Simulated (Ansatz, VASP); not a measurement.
## SrTiO3 in VASP and in Ansatz

```
CELL_PARAMETERS angstrom
-3.94013 0.00000 -3.94013
0.00000 -3.94013 0.00000
-3.94013 0.00000 3.94013
ATOMIC_POSITIONS crystal
Sr 0.00000 0.50000 0.50000
Sr 0.50000 0.50000 0.00000
Ti 0.00000 0.00000 0.00000
Ti 0.50000 0.00000 0.50000
O 0.75000 0.00000 0.75000
O 0.25000 0.00000 0.25000
O 0.00000 0.50000 0.00000
O 0.50000 0.50000 0.50000
O 0.75000 0.00000 0.25000
O 0.25000 0.00000 0.75000
```

Alike in both runs: task single point; functional PBE; k mesh 3 × 5 × 3; collinear spin; Hubbard terms Ti d U = 3.73 eV, O p U = 4.18 eV.

|  | VASP | Ansatz |
| --- | --- | --- |
| version | VASP 6.6.1 | Ansatz 0.2.0 |
| potentials or method | VASP PAW PBE potentials, release 64 (Sr_sv, Ti_sv, O), cutoff 600 eV | PAW plane waves |
| occupations | fermi-dirac, width 0.1 eV | fermi-dirac |
| valence electrons in the cell | 80 | 80 |

```csv
,VASP,Ansatz,Ansatz less VASP
pressure (GPa),1.6,0.2,-1.43
net moment per atom (μB),0.00,0.00,0.000
```

The programs project onto different local orbitals, so the same U acts differently, and such runs can settle in different states. Ansatz's warnings: no starting moments.
